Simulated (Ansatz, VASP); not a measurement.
Mo in VASP and in Ansatz

```xyz
1
Lattice="2.6500 0.0000 0.0000 -1.3250 2.2949 0.0000 0.0000 0.0000 2.7228" Properties=species:S:1:pos:R:3 pbc="T T T"
Mo    0.0000    0.0000    1.3614
```

Alike in both runs: task single point; functional r2SCAN; k mesh 24 × 24 × 20; occupations gaussian, width 0.15 eV; no spin polarisation.

|  | VASP | Ansatz |
| --- | --- | --- |
| version | VASP 6.6.1 | Ansatz 0.2.0 |
| potentials or method | VASP PAW PBE potentials, release 64 (Mo_sv), cutoff 520 eV | scalar-relativistic, plane waves, PAW |
| valence electrons in the cell | 14 | 14 |

|  | VASP | Ansatz | Ansatz less VASP |
| --- | --- | --- | --- |
| gap on the k mesh at the Fermi level (eV) | none | none | - |
| pressure (GPa) | 5.7 | 4.7 | -1.05 |
| traceless stress, the component that is largest in VASP (GPa) | -22.63 | -22.34 | +0.296 |

VASP's potentials were made for PBE, not for r2SCAN. A gap of «none» marks a metal or a gap that the smearing closes.
